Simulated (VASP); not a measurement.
# MgS (P6_3mc) in VASP: notebook

MgS is run at these levels: PBEsol; tasks: single point.

Program: VASP 6.6.1. These are calculated values, not measurements. Logs are shortened: lines on timing, memory, paths and dates and some standing lists are left out, and cuts for length are marked.

## 1. The cell of the first run

It takes space group P6_3mc (No. 186, hexagonal). The conventional cell has a = 4.035 Å, b = 4.035 Å, c = 6.432 Å, α = 90.00°, β = 90.00°, γ = 120.00°. Mg (site symmetry 3m) has 4 S at 2.39 to 2.67 Å within 3.2 Å. Within 3.2 Å of S (site symmetry 3m) lie 4 Mg at 2.39 to 2.67 Å.

## 2. Single point, PBEsol (all Mg atoms moved -0.200 Å, as atom 1 along Cartesian [0 0 1])

Input file INCAR:

```
PREC = Accurate
ENCUT = 520
EDIFF = 1E-6
ISMEAR = 0
SIGMA = 0.05
LREAL = F
LASPH = T
NELM = 60
ALGO = Normal
ISIF = 2
LWAVE = F
LCHARG = T
GGA = PS
LELF = T
LVHAR = T
NBANDS = 16
```

Input file KPOINTS:

```
regular mesh
0
Gamma
  6 6 4
```

Input file POSCAR:

```
MgS
1.0
    4.0346224068      0.0000000000      0.0000000000
   -2.0173112034      3.4940854990      0.0000000000
    0.0000000000      0.0000000000      6.4322941800
Mg S
2 2
Direct
    0.6666666667      0.3333333333      0.4646617447
    0.3333333333      0.6666666667      0.9646617447
    0.3333333333      0.6666666667      0.3792441500
    0.6666666667      0.3333333333      0.8792441500
```

Potentials or basis: VASP PAW PBE potentials, release 64 (Mg, S).

Started as:

```
cat potpaw_PBE.64/Mg/POTCAR potpaw_PBE.64/S/POTCAR > POTCAR
mpirun -np 1 vasp_std > vasp.out
```

OUTCAR:

```text
PREC = Accurate
   ENCUT = 520
   EDIFF = 1E-6
   ISMEAR = 0
   LREAL = F
   LASPH = T
   NELM = 60
   ISIF = 2
   GGA = PS

 ion  position               nearest neighbor table
   1  0.667  0.333  0.465-   3 2.39   3 2.39   3 2.39   4 2.67
   2  0.333  0.667  0.965-   4 2.39   4 2.39   4 2.39   3 2.67
   3  0.333  0.667  0.379-   1 2.39   1 2.39   1 2.39   2 2.67
   4  0.667  0.333  0.879-   2 2.39   2 2.39   2 2.39   1 2.67

  LATTYP: Found a hexagonal cell.
 ALAT       =     4.0346224068
 C/A-ratio  =     1.5942741430

  Lattice vectors:

 A1 = (   4.0346224068,   0.0000000000,   0.0000000000)
 A2 = (  -2.0173112034,   3.4940854990,   0.0000000000)
 A3 = (   0.0000000000,   0.0000000000,   6.4322941800)

Analysis of symmetry for initial positions (statically):
=====================================================================
 Subroutine PRICEL returns:
 Original cell was already a primitive cell.

 Routine SETGRP: Setting up the symmetry group for a
 hexagonal supercell.

 Subroutine GETGRP returns: Found 12 space group operations
 (whereof  6 operations were pure point group operations)
 out of a pool of 24 trial point group operations.

The static configuration has the point symmetry C_3v.
 The point group associated with its full space group is C_6v.

Analysis of symmetry for dynamics (positions and initial velocities):
=====================================================================
 Subroutine PRICEL returns:
 Original cell was already a primitive cell.

 Routine SETGRP: Setting up the symmetry group for a
 hexagonal supercell.

 Subroutine GETGRP returns: Found 12 space group operations
 (whereof  6 operations were pure point group operations)
 out of a pool of 24 trial point group operations.

The dynamic configuration has the point symmetry C_3v.
 The point group associated with its full space group is C_6v.

 Subroutine INISYM returns: Found 12 space group operations
 (whereof  6 operations are pure point group operations),
 and found     1 'primitive' translations

----------------------------------------------------------------------------------------

[... 89 lines left out ...]
   LASPH  =      T    aspherical Exc in radial PAW
   ENCUT  =  520.0 eV  38.22 Ry    6.18 a.u.   7.50  7.50 11.96*2*pi/ulx,y,z
   NELM   =     60;   NELMIN=  2; NELMDL= -5     # of ELM steps
   EDIFF  = 0.1E-05   stopping-criterion for ELM
   LREAL  =      F    real-space projection
   EDIFFG = 0.1E-04   stopping-criterion for IOM
   NSW    =      0    number of steps for IOM
   IBRION =     -1    ionic relax: 0-MD 1-quasi-New 2-CG
   NFREE  =      0    steps in history (QN), initial steepest desc. (CG)
   ISIF   =      2    stress and relaxation
   ISYM   =      2    0-nonsym 1-usesym 2-fastsym
   POTIM  = 0.5000    time-step for ionic-motion
   TEBEG  =    0.0;   TEEND  =   0.0 temperature during run
   PSTRESS=    0.0 pullay stress
   NELECT =      16.0000    total number of electrons
   NUPDOWN=      -1.0000    fix difference up-down
   EMIN   =  10.00;   EMAX   =-10.00  energy-range for DOS
   EFERMI =   0.00;   METHOD = LEGACY
   ISMEAR =     0;   SIGMA  =   0.05  broadening in eV -4-tet -1-fermi 0-gaus
   EFERMI_NEDOS =   21; number of points for ismear=-14 and -15
   IALGO  =     38    algorithm
   IMIX   =      4    mixing-type and parameters
     AMIX     =   0.40;   BMIX     =  1.00
     AMIX_MAG =   1.60;   BMIX_MAG =  1.00
  volume/ion in A,a.u.               =      22.67       152.98
  Fermi-wavevector in a.u.,A,eV,Ry     =   0.918221  1.735187 11.471486  0.843130
  Thomas-Fermi vector in A             =   2.043279
   LORBIT       =      0    0 simple, 1 ext, 2 COOP (PROOUT), +10 PAW based schemes
   GGA     = PS    functional components
   LHFCALC =     F    Hartree Fock is set to
   AEXX    =    0.0000 exact exchange contribution
   IVDW    =     0    specifies the selected vdW correction
   LEPSILON=     F    determine dielectric tensor
   LRPA    =     F    only Hartree local field effects (RPA)
 non-spin polarized calculation
 Gauss-broadening in eV      SIGMA  =   0.05
  energy-cutoff  :      520.00
  volume of cell :       90.68
 maximum number of plane-waves:      2466
 NGX is ok and might be reduce to    30
   NGX = 15   NGY = 15   NGZ = 23

 number of electron      16.0000004 magnetization

 Free energy of the ion-electron system (eV)
  ---------------------------------------------------
  ext. energy  EPLUGINS =         0.00000000
  ---------------------------------------------------
  free energy    TOTEN  =       -17.71446280 eV

  energy without entropy =      -17.71446280  energy(sigma->0) =      -17.71446280

 E-fermi :   1.6508     XC(G=0):  -8.5679

 val. band max:        1.4132834180   @ k =   0.0000   0.0000   0.0000
 cond. band min:       4.3998572935   @ k =   0.0000   0.0000   0.0000
 fundamental gap:      2.9865738756
 Fermi energy:         1.6507535376

 k-point     1 :       0.0000    0.0000    0.0000
  band No.  band energies     occupation
      1     -10.2837      2.00000
      2      -9.5618      2.00000
      3      -1.9586      2.00000
      4       0.4312      2.00000
      5       0.4312      2.00000
      6       0.8471      2.00000
[... 376 lines left out ...]
      3      -1.7292      2.00000
      4      -1.7292      2.00000
      5      -0.9983      2.00000
      6      -0.9983      2.00000
[... 8 lines left out ...]
     15      10.1834      0.00000
     16      10.1834      0.00000

------------------------ aborting loop because EDIFF is reached ----------------------------------------

  FORCE on cell =-STRESS in cart. coord.  units (eV):
  Direction    XX          YY          ZZ          XY          YZ          ZX
  --------------------------------------------------------------------------------------
  -------------------------------------------------------------------------------------
  Total        1.2728785      1.2728785     -2.2701527     -0.0000000     -0.0000000      0.0000000
  in kB       22.4902981     22.4902981    -40.1109848     -0.0000000     -0.0000000      0.0000000
  external PRESSURE =       1.6232038 kB  Pullay stress =       0.0000000 kB

 VOLUME and BASIS-vectors are now :
 -----------------------------------------------------------------------------
  energy-cutoff  :      520.00
  volume of cell :       90.68
      direct lattice vectors                 reciprocal lattice vectors
     4.034622407  0.000000000  0.000000000     0.247854669  0.143098960  0.000000000
    -2.017311203  3.494085499  0.000000000     0.000000000  0.286197919  0.000000000
     0.000000000  0.000000000  6.432294180     0.000000000  0.000000000  0.155465526

 POSITION                                       TOTAL-FORCE (eV/Angst)
 -----------------------------------------------------------------------------------
      2.01731      1.16470      2.98884         0.000000     -0.000000      0.621510
     -0.00000      2.32939      6.20499        -0.000000      0.000000      0.621510
     -0.00000      2.32939      2.43941        -0.000000      0.000000     -0.621510
      2.01731      1.16470      5.65556         0.000000      0.000000     -0.621510
 -----------------------------------------------------------------------------------
    total drift:                               -0.000000      0.000000     -0.000049

  FREE ENERGIE OF THE ION-ELECTRON SYSTEM (eV)
  ---------------------------------------------------
  free  energy   TOTEN  =       -17.7144627980 eV

  energy  without entropy=      -17.7144627980  energy(sigma->0) =      -17.71446280
```

stdout:

```text
POSCAR found type information on POSCAR MgS
 POSCAR found :  2 types and       4 ions
 scaLAPACK will be used
 -----------------------------------------------------------------------------
|                                                                             |
|                                                                             |
|     You enforced a specific xc type in the INCAR file but a different       |
|     I HOPE YOU KNOW WHAT YOU ARE DOING!                                     |
|                                                                             |
 -----------------------------------------------------------------------------

 LDA part: xc-table for (Slater+PW92), standard interpolation
 POSCAR, INCAR and KPOINTS ok, starting setup
 FFT: planning ... GRIDC
 FFT: planning ... GRID_SOFT
 FFT: planning ... GRID
 WAVECAR not read
 entering main loop
```

Wall time 37 s (1 thread of Intel Xeon 8259CL, shared host); peak memory 0.2 GiB.

Results:

```
Free energy            : -17.7145 eV
Pressure               : 0.2 GPa
Largest force          : 0.622 eV/Å
Band gap on the k mesh : 2.99 eV, direct
```

Forces in eV/Å, atoms in the order of the input:
```
Mg   0.000  0.000  0.622
Mg   0.000  0.000  0.622
S    0.000  0.000 -0.622
S    0.000  0.000 -0.622
```

Stress tensor (GPa, compression positive):
```
 2.25  0.00  0.00
 0.00  2.25  0.00
 0.00  0.00 -4.01
```

Caveat: the cell differs from its parent crystal (all Mg atoms moved -0.200 Å, as atom 1 along Cartesian [0 0 1]); the PAW data sets were made with another functional, which shifts forces and pressure a little.

## 3. Single point, PBEsol (all Mg atoms moved -0.100 Å, as atom 1 along Cartesian [0 0 1])

INCAR: that of step 2 with these lines changed.

```diff
@@ -7,3 +7,3 @@
 LASPH = T
-NELM = 60
+NELM = 100
 ALGO = Normal
```

KPOINTS is that of step 2.

POSCAR: that of step 2 with these lines changed.

```diff
@@ -8,4 +8,4 @@
 Direct
-    0.6666666667      0.3333333333      0.4646617447
-    0.3333333333      0.6666666667      0.9646617447
+    0.6666666667      0.3333333333      0.4802082974
+    0.3333333333      0.6666666667      0.9802082974
     0.3333333333      0.6666666667      0.3792441500
```

Potentials or basis: VASP PAW PBE potentials, release 64 (Mg, S).

Started as:

```
cat potpaw_PBE.64/Mg/POTCAR potpaw_PBE.64/S/POTCAR > POTCAR
mpirun -np 1 vasp_std > vasp.out
```

Wall time 41 s (1 thread of Intel Xeon 8259CL, shared host); peak memory 0.2 GiB.

The run converged. Its results:

```
Free energy            : -17.8213 eV
Pressure               : -0.3 GPa
Largest force          : 0.421 eV/Å
Band gap on the k mesh : 3.13 eV, direct
```

Forces on the atoms (eV/Å):
```
Mg   0.000  0.000  0.421
Mg   0.000  0.000  0.421
S    0.000  0.000 -0.421
S    0.000  0.000 -0.421
```

Stress tensor (GPa, compression positive):
```
 0.97  0.00  0.00
 0.00  0.97  0.00
 0.00  0.00 -2.72
```

Levels at points of the mesh, in eV from the valence-band top:
| k point | band 4 | band 5 | band 6 | band 7 | band 8 | band 9 | band 10 | band 11 | band 12 | band 13 |
| --- | --- | --- | --- | --- | --- | --- | --- | --- | --- | --- |
| (0.00, 0.00, 0.00) | -0.79 | -0.79 | -0.37 | -0.37 | 0.00 | 3.13 | 4.39 | 7.20 | 7.20 | 7.98 |
| (0.50, 0.00, 0.00) | -2.68 | -1.96 | -1.46 | -0.98 | -0.69 | 4.42 | 4.93 | 5.55 | 7.35 | 7.99 |
| (0.00, 0.00, 0.50) | -2.00 | -0.59 | -0.59 | -0.59 | -0.59 | 4.64 | 4.64 | 7.34 | 7.34 | 7.35 |
| (0.50, 0.00, 0.50) | -3.33 | -1.11 | -1.11 | -0.88 | -0.88 | 4.37 | 4.37 | 5.98 | 5.98 | 9.08 |

Caveat: the cell differs from its parent crystal (all Mg atoms moved -0.100 Å, as atom 1 along Cartesian [0 0 1]); the PAW data sets were made with another functional, which shifts forces and pressure a little.

## 4. Single point, PBEsol (all Mg atoms moved +0.050 Å, as atom 1 along Cartesian [0 0 1])

Input file INCAR:

```
SYSTEM = MgS
PREC = Accurate
ENCUT = 520
EDIFF = 1E-7
ISMEAR = 0
SIGMA = 0.05
LREAL = .False.
LASPH = .True.
NELM = 100
ALGO = Normal
ISIF = 2
LWAVE = .False.
LCHARG = .True.
GGA = PS
LELF = .True.
LVHAR = .True.
NBANDS = 16
```

Input file KPOINTS:

```
Automatic mesh
0
Gamma
  6 6 4
  0 0 0
```

POSCAR: that of step 3 with these lines changed.

```diff
@@ -8,4 +8,4 @@
 Direct
-    0.6666666667      0.3333333333      0.4802082974
-    0.3333333333      0.6666666667      0.9802082974
+    0.6666666667      0.3333333333      0.5035281263
+    0.3333333333      0.6666666667      1.0035281263
     0.3333333333      0.6666666667      0.3792441500
```

Potentials or basis: VASP PAW PBE potentials, release 64 (Mg, S).

Started as:

```
cat potpaw_PBE.64/Mg/POTCAR potpaw_PBE.64/S/POTCAR > POTCAR
mpirun -np 1 vasp_std > vasp.out
```

OUTCAR:

```text
SYSTEM = MgS
   PREC = Accurate
   ENCUT = 520
   EDIFF = 1E-7
   ISMEAR = 0
   LREAL = .False.
   LASPH = .True.
   NELM = 100
   ISIF = 2
   GGA = PS

 ion  position               nearest neighbor table
   1  0.667  0.333  0.504-   4 2.42   3 2.46   3 2.46   3 2.46
   2  0.333  0.667  0.004-   3 2.42   4 2.46   4 2.46   4 2.46
   3  0.333  0.667  0.379-   2 2.42   1 2.46   1 2.46   1 2.46
   4  0.667  0.333  0.879-   1 2.42   2 2.46   2 2.46   2 2.46

  LATTYP: Found a hexagonal cell.
 ALAT       =     4.0346224068
 C/A-ratio  =     1.5942741430
[... 593 lines left out ...]
  Direction    XX          YY          ZZ          XY          YZ          ZX
  --------------------------------------------------------------------------------------
  -------------------------------------------------------------------------------------
  Total       -0.5070335     -0.5070335      0.4684747      0.0000000     -0.0000000     -0.0000000
  in kB       -8.9586978     -8.9586978      8.2774085      0.0000000     -0.0000000     -0.0000000
  external PRESSURE =      -3.2133290 kB  Pullay stress =       0.0000000 kB

 VOLUME and BASIS-vectors are now :
 -----------------------------------------------------------------------------
  energy-cutoff  :      520.00
  volume of cell :       90.68
      direct lattice vectors                 reciprocal lattice vectors
     4.034622407  0.000000000  0.000000000     0.247854669  0.143098960  0.000000000
    -2.017311203  3.494085499  0.000000000     0.000000000  0.286197919  0.000000000
     0.000000000  0.000000000  6.432294180     0.000000000  0.000000000  0.155465526

 POSITION                                       TOTAL-FORCE (eV/Angst)
 -----------------------------------------------------------------------------------
      2.01731      1.16470      3.23884        -0.000000      0.000000     -0.223962
     -0.00000      2.32939      0.02269         0.000000     -0.000000     -0.223962
     -0.00000      2.32939      2.43941         0.000000     -0.000000      0.223962
      2.01731      1.16470      5.65556        -0.000000      0.000000      0.223962
 -----------------------------------------------------------------------------------
    total drift:                               -0.000000      0.000000      0.000160

  FREE ENERGIE OF THE ION-ELECTRON SYSTEM (eV)
  ---------------------------------------------------
  free  energy   TOTEN  =       -17.8626641617 eV

  energy  without entropy=      -17.8626641617  energy(sigma->0) =      -17.86266416
```

stdout:

```text
POSCAR found type information on POSCAR MgS
 POSCAR found :  2 types and       4 ions
 scaLAPACK will be used
 -----------------------------------------------------------------------------
|                                                                             |
|                                                                             |
|     You enforced a specific xc type in the INCAR file but a different       |
|     I HOPE YOU KNOW WHAT YOU ARE DOING!                                     |
|                                                                             |
 -----------------------------------------------------------------------------

 LDA part: xc-table for (Slater+PW92), standard interpolation
 POSCAR, INCAR and KPOINTS ok, starting setup
 FFT: planning ... GRIDC
 FFT: planning ... GRID_SOFT
 FFT: planning ... GRID
 WAVECAR not read
 entering main loop
```

Run time: 57 s. Hardware: 1 thread of Intel Xeon 8259CL, shared host; peak memory 0.2 GiB.

Results:

```
Free energy            : -17.8627 eV
Pressure               : -0.3 GPa
Largest force          : 0.224 eV/Å
Band gap on the k mesh : 3.34 eV, direct
```

Forces on the atoms (eV/Å):
```
Mg   0.000  0.000 -0.224
Mg   0.000  0.000 -0.224
S    0.000  0.000  0.224
S    0.000  0.000  0.224
```

Stress tensor (GPa, compression positive):
```
-0.90  0.00  0.00
 0.00 -0.90  0.00
 0.00  0.00  0.83
```

Caveat: the cell differs from its parent crystal (all Mg atoms moved +0.050 Å, as atom 1 along Cartesian [0 0 1]); the PAW data sets were made with another functional, which shifts forces and pressure a little.

## 5. Single point, PBEsol (all Mg atoms moved -0.050 Å, as atom 1 along Cartesian [0 0 1])

Input file INCAR:

```
ALGO = Normal
EDIFF = 1E-6
ENCUT = 520
GGA = PS
ISIF = 2
ISMEAR = 0
LASPH = True
LCHARG = False
LREAL = False
LWAVE = False
NBANDS = 16
NELM = 80
PREC = Accurate
SIGMA = 0.05
```

Input file KPOINTS:

```
k-points
0
Gamma
  6 6 4
```

POSCAR: that of step 4 with these lines changed.

```diff
@@ -8,4 +8,4 @@
 Direct
-    0.6666666667      0.3333333333      0.5035281263
-    0.3333333333      0.6666666667      1.0035281263
+    0.6666666667      0.3333333333      0.4879815737
+    0.3333333333      0.6666666667      0.9879815737
     0.3333333333      0.6666666667      0.3792441500
```

Started as:

```
cat potpaw_PBE.64/Mg/POTCAR potpaw_PBE.64/S/POTCAR > POTCAR
mpirun -np 1 vasp_std > vasp.out
```

Run time: 64 s. Hardware: 1 thread of Intel Xeon 8259CL, shared host; peak memory 0.2 GiB.

The run converged. Its results:

```yaml
Free_energy: -17.8556 eV
Pressure: -0.4 GPa
Largest_force: 0.258 eV/Å
Band_gap_on_the_k_mesh: 3.20 eV, direct
```

Forces on the atoms (eV/Å):
```
Mg   0.000  0.000  0.258
Mg   0.000  0.000  0.258
S    0.000  0.000 -0.258
S    0.000  0.000 -0.258
```

Stress tensor (GPa, compression positive):
```
 0.33  0.00  0.00
 0.00  0.33  0.00
 0.00  0.00 -1.79
```

Levels at points of the mesh, in eV from the valence-band top:
```tsv
k point	band 5	band 6	band 7	band 8	band 9	band 10	band 11	band 12
(0.00, 0.00, 0.00)	-0.69	-0.27	-0.27	0.00	3.20	4.47	7.29	7.29
(0.50, 0.00, 0.00)	-1.94	-1.37	-0.97	-0.59	4.50	4.99	5.61	7.37
(0.00, 0.00, 0.50)	-0.49	-0.49	-0.49	-0.49	4.71	4.71	7.42	7.42
(0.50, 0.00, 0.50)	-1.01	-1.01	-0.85	-0.85	4.43	4.43	6.08	6.08
```

Caveat: the cell differs from its parent crystal (all Mg atoms moved -0.050 Å, as atom 1 along Cartesian [0 0 1]); the PAW data sets were made with another functional, which shifts forces and pressure a little.

## 6. Single point, PBEsol (all Mg atoms moved +0.175 Å, as atom 1 along Cartesian [0 0 1])

Input file INCAR:

```
PREC = Accurate
ENCUT = 520
EDIFF = 1E-6
ISMEAR = 0
SIGMA = 0.05
LREAL = F
LASPH = T
NELM = 100
ALGO = Normal
ISIF = 2
LWAVE = F
LCHARG = T
GGA = PS
LELF = T
LVHAR = T
NBANDS = 16
```

Input file KPOINTS:

```
regular mesh
0
Gamma
  6 6 4
```

POSCAR: that of step 5 with these lines changed.

```diff
@@ -8,4 +8,4 @@
 Direct
-    0.6666666667      0.3333333333      0.4879815737
-    0.3333333333      0.6666666667      0.9879815737
+    0.6666666667      0.3333333333      0.5229613171
+    0.3333333333      0.6666666667      1.0229613171
     0.3333333333      0.6666666667      0.3792441500
```

Potentials or basis: VASP PAW PBE potentials, release 64 (Mg, S).

Started as:

```
cat potpaw_PBE.64/Mg/POTCAR potpaw_PBE.64/S/POTCAR > POTCAR
mpirun -np 1 vasp_std > vasp.out
```

Wall time 71 s (1 thread of Intel Xeon 8259CL, shared host); peak memory 0.2 GiB.

It converged, with:

| Item | Value |
| --- | --- |
| Free energy | -17.6949 eV |
| Pressure | 0.5 GPa |
| Largest force | 1.199 eV/Å |
| Band gap on the k mesh | 3.31 eV, direct |

Forces in eV/Å, atoms in the order of the input:
```
Mg   0.000  0.000 -1.199
Mg   0.000  0.000 -1.199
S    0.000  0.000  1.199
S    0.000  0.000  1.199
```

Stress tensor (GPa, compression positive):
```
-2.27  0.00  0.00
 0.00 -2.27  0.00
 0.00  0.00  6.13
```

Levels at points of the mesh, in eV from the valence-band top:
```csv
k point,band 5,band 6,band 7,band 8,band 9,band 10,band 11,band 12
"(0.00, 0.00, 0.00)",-0.43,-0.21,0.00,0.00,3.31,4.66,7.53,7.53
"(0.50, 0.00, 0.00)",-2.03,-1.13,-1.11,-0.32,4.68,5.02,5.70,7.25
"(0.00, 0.00, 0.50)",-0.22,-0.22,-0.22,-0.22,4.79,4.79,7.55,7.55
"(0.50, 0.00, 0.50)",-0.90,-0.90,-0.76,-0.76,4.50,4.50,6.34,6.34
```

Caveat: the cell differs from its parent crystal (all Mg atoms moved +0.175 Å, as atom 1 along Cartesian [0 0 1]); the PAW data sets were made with another functional, which shifts forces and pressure a little.
